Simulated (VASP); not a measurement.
# AlAs5 (P-62m) in VASP: further runs

AlAs5 is run at these levels: PBE; tasks: single point, relaxation of cell and atoms.

Program: VASP 6.6.1. These are calculated values, not measurements. Logs are shortened: lines on timing, memory, paths and dates and some standing lists are left out, and cuts for length are marked.

### Step 1. The cell of the first run

The structure is hexagonal, space group P-62m (No. 189). Conventional cell: a = 5.269 Å, b = 5.269 Å, c = 4.809 Å, α = 90.00°, β = 90.00°, γ = 120.00°. Within 3.7 Å of Al (site symmetry -62m) lie 12 As at 2.84 to 3.04 Å. As (site symmetry m2m) has 10 As at 2.61 to 3.28 Å and 2 Al at 2.84 Å within 3.4 Å. Within 4.2 Å of As (site symmetry -6) lie 15 As at 3.04 to 4.16 Å and 3 Al at 3.04 Å.

The cell was built from a structure type or drawn by symmetry, and may not be a known phase.

### Step 2. Single point, PBE

INCAR

```
SYSTEM = AlAs5
PREC = Accurate ; ENCUT = 520
EDIFF = 1E-7 ; ISMEAR = 0
SIGMA = 0.1 ; LREAL = .False.
LASPH = .True. ; NELM = 100
ALGO = Normal ; ISIF = 2
LWAVE = .False. ; LCHARG = .False.
GGA = PE ; NBANDS = 23
```

KPOINTS

```
Automatic mesh
0
Gamma
  3 3 4
  0 0 0
```

POSCAR

```
AlAs5
1.0
    5.2688656386      0.0000000000      0.0000000000
   -2.6344328193      4.5629714922      0.0000000000
    0.0000000000      0.0000000000      4.8090668466
Al As
1 5
Direct
    0.0000000000      0.0000000000      0.5000000000
    0.0000000000      0.2855101412      0.0000000000
    0.7144898588      0.7144898588      0.0000000000
    0.2855101412      0.0000000000      0.0000000000
    0.6666666667      0.3333333333      0.5000000000
    0.3333333333      0.6666666667      0.5000000000
```

Potentials or basis: VASP PAW PBE potentials, release 64 (Al, As).

Command:

```sh
> cat potpaw_PBE.64/Al/POTCAR potpaw_PBE.64/As/POTCAR > POTCAR
> mpirun -np 1 vasp_std > vasp.out
```

OUTCAR:

```text
SYSTEM = AlAs5
   PREC = Accurate
   ENCUT = 520
   EDIFF = 1E-7
   ISMEAR = 0
   LREAL = .False.
   LASPH = .True.
   NELM = 100
   ISIF = 2
   GGA = PE

 ion  position               nearest neighbor table
   1  0.000  0.000  0.500-   4 2.84   4 2.84   2 2.84   2 2.84   3 2.84   3 2.84   6 3.04   5 3.04
                             5 3.04   6 3.04   5 3.04   6 3.04
   2  0.000  0.286  0.000-   4 2.61   3 2.61   1 2.84   1 2.84
   3  0.714  0.714  0.000-   4 2.61   2 2.61   1 2.84   1 2.84
   4  0.286  0.000  0.000-   2 2.61   3 2.61   1 2.84   1 2.84
   5  0.667  0.333  0.500-   1 3.04   1 3.04   1 3.04
   6  0.333  0.667  0.500-   1 3.04   1 3.04   1 3.04

  LATTYP: Found a hexagonal cell.
 ALAT       =     5.2688656386
 C/A-ratio  =     0.9127328682

  Lattice vectors:

 A1 = (   5.2688656386,   0.0000000000,   0.0000000000)
 A2 = (  -2.6344328193,   4.5629714922,   0.0000000000)
 A3 = (   0.0000000000,   0.0000000000,   4.8090668466)

Analysis of symmetry for initial positions (statically):
=====================================================================
 Subroutine PRICEL returns:
 Original cell was already a primitive cell.

 Routine SETGRP: Setting up the symmetry group for a
 hexagonal supercell.

 Subroutine GETGRP returns: Found 12 space group operations
 (whereof 12 operations were pure point group operations)
 out of a pool of 24 trial point group operations.

The static configuration has the point symmetry D_3h.

Analysis of symmetry for dynamics (positions and initial velocities):
=====================================================================
 Subroutine PRICEL returns:
 Original cell was already a primitive cell.

 Routine SETGRP: Setting up the symmetry group for a
 hexagonal supercell.

 Subroutine GETGRP returns: Found 12 space group operations
 (whereof 12 operations were pure point group operations)
 out of a pool of 24 trial point group operations.

The dynamic configuration has the point symmetry D_3h.

 Subroutine INISYM returns: Found 12 space group operations
 (whereof 12 operations are pure point group operations),
 and found     1 'primitive' translations

----------------------------------------------------------------------------------------

                                     Primitive cell

  volume of cell :     115.6181

  direct lattice vectors                    reciprocal lattice vectors
     5.268865639  0.000000000  0.000000000     0.189794174  0.109577717  0.000000000
    -2.634432819  4.562971492  0.000000000     0.000000000  0.219155435  0.000000000
     0.000000000  0.000000000  4.809066847     0.000000000  0.000000000  0.207940549

  length of vectors
     5.268865639  5.268865639  4.809066847     0.219155435  0.219155435  0.207940549

  position of ions in fractional coordinates (direct lattice)
     0.000000000  0.000000000  0.500000000
     0.000000000  0.285510141  0.000000000
     0.714489859  0.714489859  0.000000000
     0.285510141  0.000000000  0.000000000
     0.666666667  0.333333333  0.500000000
     0.333333333  0.666666667  0.500000000

  ion indices of the primitive-cell ions
   primitive index   ion index
                 1           1
                 2           2
                 3           3
                 4           4
                 5           5
                 6           6

----------------------------------------------------------------------------------------

 KPOINTS: Automatic mesh

Automatic generation of k-mesh.
 Grid dimensions read from file:
 generate k-points for:    3    3    4

 Generating k-lattice:

  Cartesian coordinates                     Fractional coordinates (reciprocal lattice)
     0.063264725  0.036525906  0.000000000     0.333333333 -0.000000000  0.000000000
     0.000000000  0.073051812  0.000000000     0.000000000  0.333333333  0.000000000
     0.000000000  0.000000000  0.051985137     0.000000000  0.000000000  0.250000000

  Length of vectors
     0.073051812  0.073051812  0.051985137

  Shift w.r.t. Gamma in fractional coordinates (k-lattice)
     0.000000000  0.000000000  0.000000000

 Subroutine IBZKPT returns following result:
 ===========================================

 Found      9 irreducible k-points:

 Following reciprocal coordinates:
            Coordinates               Weight
  0.000000  0.000000  0.000000      1.000000
  0.333333  0.000000  0.000000      6.000000
  0.333333  0.333333  0.000000      2.000000
  0.000000  0.000000  0.250000      2.000000
  0.333333  0.000000  0.250000     12.000000
  0.333333  0.333333  0.250000      4.000000
  0.000000  0.000000  0.500000      1.000000
  0.333333  0.000000  0.500000      6.000000
  0.333333  0.333333  0.500000      2.000000
   k-points           NKPTS =      9   k-points in BZ     NKDIM =      9   number of bands    NBANDS=     23
   number of dos      NEDOS =    301   number of ions     NIONS =      6
   total plane-waves  NPLWV =  57600
   dimension x,y,z NGX =    40 NGY =   40 NGZ =   36
   dimension x,y,z NGXF=    80 NGYF=   80 NGZF=   72
   ions per type =               1   5
   NGX,Y,Z   is equivalent  to a cutoff of  12.62, 12.62, 12.44 a.u.
   NGXF,Y,Z  is equivalent  to a cutoff of  25.24, 25.24, 24.89 a.u.
 SYSTEM =  AlAs5
   PREC   = accura    normal or accurate (medium, high low for compatibility)
   ISTART =      0    job   : 0-new  1-cont  2-samecut
   ICHARG =      2    charge: 1-file 2-atom 10-const
   ISPIN  =      1    spin polarized calculation?
   LNONCOLLINEAR =      F non collinear calculations
   LSORBIT =      F    spin-orbit coupling
   LASPH  =      T    aspherical Exc in radial PAW
   ENCUT  =  520.0 eV  38.22 Ry    6.18 a.u.   9.80  9.80  8.94*2*pi/ulx,y,z
   NELM   =    100;   NELMIN=  2; NELMDL= -5     # of ELM steps
   EDIFF  = 0.1E-06   stopping-criterion for ELM
   LREAL  =      F    real-space projection
   EDIFFG = 0.1E-05   stopping-criterion for IOM
   NSW    =      0    number of steps for IOM
   IBRION =     -1    ionic relax: 0-MD 1-quasi-New 2-CG
   NFREE  =      0    steps in history (QN), initial steepest desc. (CG)
   ISIF   =      2    stress and relaxation
   ISYM   =      2    0-nonsym 1-usesym 2-fastsym
   POTIM  = 0.5000    time-step for ionic-motion
   TEBEG  =    0.0;   TEEND  =   0.0 temperature during run
   PSTRESS=    0.0 pullay stress
   NELECT =      28.0000    total number of electrons
   NUPDOWN=      -1.0000    fix difference up-down
   EMIN   =  10.00;   EMAX   =-10.00  energy-range for DOS
   EFERMI =   0.00;   METHOD = LEGACY
   ISMEAR =     0;   SIGMA  =   0.10  broadening in eV -4-tet -1-fermi 0-gaus
   EFERMI_NEDOS =   21; number of points for ismear=-14 and -15
   IALGO  =     38    algorithm
   IMIX   =      4    mixing-type and parameters
     AMIX     =   0.40;   BMIX     =  1.00
     AMIX_MAG =   1.60;   BMIX_MAG =  1.00
  volume/ion in A,a.u.               =      19.27       130.04
  Fermi-wavevector in a.u.,A,eV,Ry     =   1.020436  1.928344 14.167595  1.041289
  Thomas-Fermi vector in A             =   2.154005
   LORBIT       =      0    0 simple, 1 ext, 2 COOP (PROOUT), +10 PAW based schemes
   GGA     = PE    functional components
   LHFCALC =     F    Hartree Fock is set to
   AEXX    =    0.0000 exact exchange contribution
   IVDW    =     0    specifies the selected vdW correction
   LEPSILON=     F    determine dielectric tensor
   LRPA    =     F    only Hartree local field effects (RPA)
 non-spin polarized calculation
 Gauss-broadening in eV      SIGMA  =   0.10
  energy-cutoff  :      520.00
  volume of cell :      115.62
 maximum number of plane-waves:      3138
 NGX is ok and might be reduce to    40
   NGX = 19   NGY = 19   NGZ = 17

 number of electron      28.0000002 magnetization

 Free energy of the ion-electron system (eV)
  ---------------------------------------------------
  ext. energy  EPLUGINS =         0.00000000
  ---------------------------------------------------
  free energy    TOTEN  =       -25.09821607 eV

  energy without entropy =      -25.07822967  energy(sigma->0) =      -25.08822287

 E-fermi :   6.4229     XC(G=0): -10.4955

 val. band max:        6.4129541682   @ k =   0.3333   0.0000   0.0000
 cond. band min:       6.5334837699   @ k =   0.3333   0.0000   0.5000
 fundamental gap:      0.1205296017
 Fermi energy:         6.4229141062

 k-point     1 :       0.0000    0.0000    0.0000
  band No.  band energies     occupation
      1      -8.3994      2.00000
      2      -4.5379      2.00000
      3      -3.1309      2.00000
      4      -3.1309      2.00000
      5      -2.8793      2.00000
      6       0.1401      2.00000
[... 15 lines left out ...]
     22      11.0724      0.00000
     23      11.0724      0.00000

 k-point     2 :       0.3333    0.0000    0.0000
  band No.  band energies     occupation
      1      -7.7341      2.00000
      2      -5.6715      2.00000
      3      -4.3103      2.00000
      4      -3.1437      2.00000
      5      -2.5219      2.00000
      6       0.8745      2.00000
[... 15 lines left out ...]
     22      11.3303      0.00000
     23      12.4414      0.00000

 k-point     3 :       0.3333    0.3333    0.0000
  band No.  band energies     occupation
      1      -6.9599      2.00000
      2      -5.9087      2.00000
      3      -5.9087      2.00000
      4      -2.3928      2.00000
      5      -2.3928      2.00000
      6       1.0936      2.00000
[... 15 lines left out ...]
     22      11.3172      0.00000
     23      12.3079      0.00000

 k-point     4 :       0.0000    0.0000    0.2500
  band No.  band energies     occupation
      1      -8.1036      2.00000
      2      -5.3175      2.00000
      3      -3.0026      2.00000
      4      -3.0026      2.00000
      5      -2.7654      2.00000
      6      -0.0544      2.00000
[... 15 lines left out ...]
     22      12.0647      0.00000
     23      12.6094      0.00000

 k-point     5 :       0.3333    0.0000    0.2500
  band No.  band energies     occupation
      1      -7.4757      2.00000
      2      -5.5479      2.00000
      3      -4.2756      2.00000
      4      -3.5600      2.00000
      5      -2.9559      2.00000
      6       0.0490      2.00000
[... 15 lines left out ...]
     22      11.4052      0.00000
     23      11.5437      0.00000

 k-point     6 :       0.3333    0.3333    0.2500
  band No.  band energies     occupation
      1      -6.8299      2.00000
      2      -5.5682      2.00000
      3      -5.5682      2.00000
      4      -3.1997      2.00000
      5      -3.1997      2.00000
      6      -0.6058      2.00000
[... 15 lines left out ...]
     22      11.8601      0.00000
     23      12.2742      0.00000

 k-point     7 :       0.0000    0.0000    0.5000
  band No.  band energies     occupation
      1      -7.6090      2.00000
      2      -6.2097      2.00000
      3      -2.8577      2.00000
      4      -2.8577      2.00000
      5      -2.6391      2.00000
      6       0.4379      2.00000
[... 15 lines left out ...]
     22      11.8106      0.00000
     23      13.3800      0.00000

 k-point     8 :       0.3333    0.0000    0.5000
  band No.  band energies     occupation
      1      -7.0941      2.00000
      2      -5.6149      2.00000
      3      -4.3384      2.00000
      4      -3.7457      2.00000
      5      -3.3059      2.00000
      6      -0.3059      2.00000
[... 15 lines left out ...]
     22      10.9900      0.00000
     23      11.0310      0.00000

 k-point     9 :       0.3333    0.3333    0.5000
  band No.  band energies     occupation
      1      -6.6836      2.00000
      2      -4.7242      2.00000
      3      -4.7242      2.00000
      4      -4.4298      2.00000
      5      -4.4298      2.00000
      6      -1.4523      2.00000
[... 15 lines left out ...]
     22      10.2713      0.00000
     23      11.4873      0.00000

------------------------ aborting loop because EDIFF is reached ----------------------------------------

  FORCE on cell =-STRESS in cart. coord.  units (eV):
  Direction    XX          YY          ZZ          XY          YZ          ZX
  --------------------------------------------------------------------------------------
  -------------------------------------------------------------------------------------
  Total        0.0372389      0.0372389      0.2070202      0.0000000     -0.0000000      0.0000000
  in kB        0.5160379      0.5160379      2.8687827      0.0000000     -0.0000000      0.0000000
  external PRESSURE =       1.3002862 kB  Pullay stress =       0.0000000 kB

 VOLUME and BASIS-vectors are now :
 -----------------------------------------------------------------------------
  energy-cutoff  :      520.00
  volume of cell :      115.62
      direct lattice vectors                 reciprocal lattice vectors
     5.268865639  0.000000000  0.000000000     0.189794174  0.109577717  0.000000000
    -2.634432819  4.562971492  0.000000000     0.000000000  0.219155435  0.000000000
     0.000000000  0.000000000  4.809066847     0.000000000  0.000000000  0.207940549

 POSITION                                       TOTAL-FORCE (eV/Angst)
 -----------------------------------------------------------------------------------
      0.00000      0.00000      2.40453        -0.000000      0.000000     -0.000000
     -0.75216      1.30277      0.00000        -0.024719      0.042815      0.000000
      1.88228      3.26020      0.00000        -0.024719     -0.042815     -0.000000
      1.50431      0.00000      0.00000         0.049438      0.000000      0.000000
      2.63443      1.52099      2.40453        -0.000000      0.000000     -0.000000
     -0.00000      3.04198      2.40453        -0.000000      0.000000     -0.000000
 -----------------------------------------------------------------------------------
    total drift:                                0.000000      0.000000     -0.000000

  FREE ENERGIE OF THE ION-ELECTRON SYSTEM (eV)
  ---------------------------------------------------
  free  energy   TOTEN  =       -25.0982160669 eV

  energy  without entropy=      -25.0782296701  energy(sigma->0) =      -25.08822287
```

Wall time 24 s (1 thread of Intel Xeon Platinum 8488C (Sapphire Rapids), shared host); peak memory 0.23 GiB.

What came out:

- Free energy: -25.0982 eV
- Pressure: 0.1 GPa
- Largest force: 0.049 eV/Å
- Band gap on the k mesh: zero (bands 14 and 15 overlap by 2.91 eV)

Forces in eV/Å, atoms in the order of the input:
```
Al   0.000  0.000  0.000
As  -0.025  0.043  0.000
As  -0.025 -0.043  0.000
As   0.049  0.000  0.000
As   0.000  0.000  0.000
As   0.000  0.000  0.000
```

Stress tensor (GPa, compression positive):
```
0.05 0.00 0.00
0.00 0.05 0.00
0.00 0.00 0.29
```

Caveat: the k points lie up to 0.46 Å⁻¹ apart, too coarse for converged energies and pressures of a metal.

(Continued in part 2 of 2.)
